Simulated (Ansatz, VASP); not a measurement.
# One calculation of AlGa3O6, two programs

```xyz
10
Lattice="2.4643 1.4228 4.4418 -2.4643 1.4228 4.4418 0.0000 -2.8455 4.4418" Properties=species:S:1:pos:R:3 pbc="T T T"
Al    0.0000    0.0000   11.3320
Ga    0.0000    0.0000    8.5479
Ga    0.0000    0.0000    4.7337
Ga    0.0000    0.0000    1.9364
O     0.7218    1.5616    5.5872
O     1.7510    0.0714    7.7716
O    -1.7133   -0.1557    5.5872
O     0.9915   -1.4059    5.5872
O    -0.9374    1.4807    7.7716
O    -0.8136   -1.5521    7.7716
```

Alike in both runs: task single point; functional r2SCAN; k mesh 6 × 6 × 6; no spin polarisation.

```csv
,VASP,Ansatz
version,VASP 6.6.1,Ansatz 0.2.0
potentials or method,"VASP PAW PBE potentials, release 64 (Al, Ga_d, O)","plane waves, PAW"
plane-wave cutoff (eV),520,500
occupations,"gaussian, width 0.01 eV",fixed
valence electrons in the cell,78,78
```

|  | VASP | Ansatz | Ansatz less VASP |
| --- | --- | --- | --- |
| gap on the k mesh at the Fermi level (eV) | 4.20 | 4.20 | +0.006 |
| pressure (GPa) | 1.4 | 0.0 | -1.35 |
| traceless stress, the component that is largest in VASP (GPa) | -0.32 | 0.00 | +0.314 |
| rms of the force components (eV/Å) | 0.047 | 0.002 | -0.0454 |

VASP's potentials were made for PBE, not for r2SCAN. Atom by atom the forces differ by 0.047 eV/Å (rms over components).
